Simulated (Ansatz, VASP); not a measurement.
## One calculation of ZnO, two programs

INCAR

```
SYSTEM = ZnO
PREC = Accurate
ENCUT = 520
EDIFF = 1E-8
ISMEAR = -1
SIGMA = 0.01
LREAL = .False.
LASPH = .True.
NELM = 60
ALGO = Normal
ISIF = 2
LWAVE = .False.
LCHARG = .False.
LEFG = .True.
NBANDS = 26
```

The input KPOINTS:

```
regular mesh
0
Gamma
  8 8 5
  0 0 0
```

File POSCAR:

```
ZnO
1.0
    3.3131286040      0.0000000000      0.0000000000
   -1.6565643020      2.8692535371      0.0000000000
    0.0000000000      0.0000000000      5.3058612053
Zn O
2 2
Direct
    0.3333333333      0.6666666667      0.0000000000
    0.6666666667      0.3333333333      0.5000000000
    0.3333333333      0.6666666667      0.3821000000
    0.6666666667      0.3333333333      0.8821000000
```

Input for Ansatz:

```yaml
crystal:
  lattice:
    - [3.313128604, 0.0, 0.0]
    - [-1.656564302, 2.8692535371, 0.0]
    - [0.0, 0.0, 5.3058612053]
  atoms:
    - { symbol: Zn, position: [0.3333333333, 0.6666666667, 0.0] }
    - { symbol: Zn, position: [0.6666666667, 0.3333333333, 0.5] }
    - { symbol: O, position: [0.3333333333, 0.6666666667, 0.3821] }
    - { symbol: O, position: [0.6666666667, 0.3333333333, 0.8821] }
kpoints:
  mp_grid: { grid: [8, 8, 5] }
scf:
  occupations: { method: fermi_dirac, width: 0.01 }
hamiltonian:
  xc: lda
  pseudopotentials: { kind: all_electron, datasets: crystal }
output:
  forces: true
  stress: true
  eigenvalues: true
  efg: { contact_densities: true }
```

Change from the starting cell: volume scaled by 1.06, crystal datasets.

Alike in both runs: task electric field gradients; functional LDA; k mesh 8 × 8 × 5; occupations fermi-dirac, width 0.01 eV; no spin polarisation.

|  | VASP | Ansatz |
| --- | --- | --- |
| version | VASP 6.6.1 | Ansatz 0.2.0 |
| potentials or method | VASP PAW LDA potentials, release 64 (Zn, O), cutoff 520 eV | all-electron PAW with datasets made for the crystal, scalar-relativistic |

VASP gave:

- gap on the k mesh at the Fermi level (eV): 0.65
- pressure (GPa): -12.8
- traceless stress, the component that is largest in VASP (GPa): 0.53
- rms of the force components (eV/Å): 0.023
- size of Vzz on the site where it differs most (V/Å²): 7.2

Question: Estimate Ansatz's values.

Answer: gap on the k mesh at the Fermi level (eV): 0.65; pressure (GPa): -13.6; traceless stress, the component that is largest in VASP (GPa): 0.54; rms of the force components (eV/Å): 0.023; size of Vzz on the site where it differs most (V/Å²): 6.7.

LDA's correlation is that of Perdew and Zunger in VASP and of Perdew and Wang (1992) in Ansatz. Atom by atom the forces differ by 0.000 eV/Å (rms over components). Ansatz ran all-electron here, and VASP with PAW potentials.
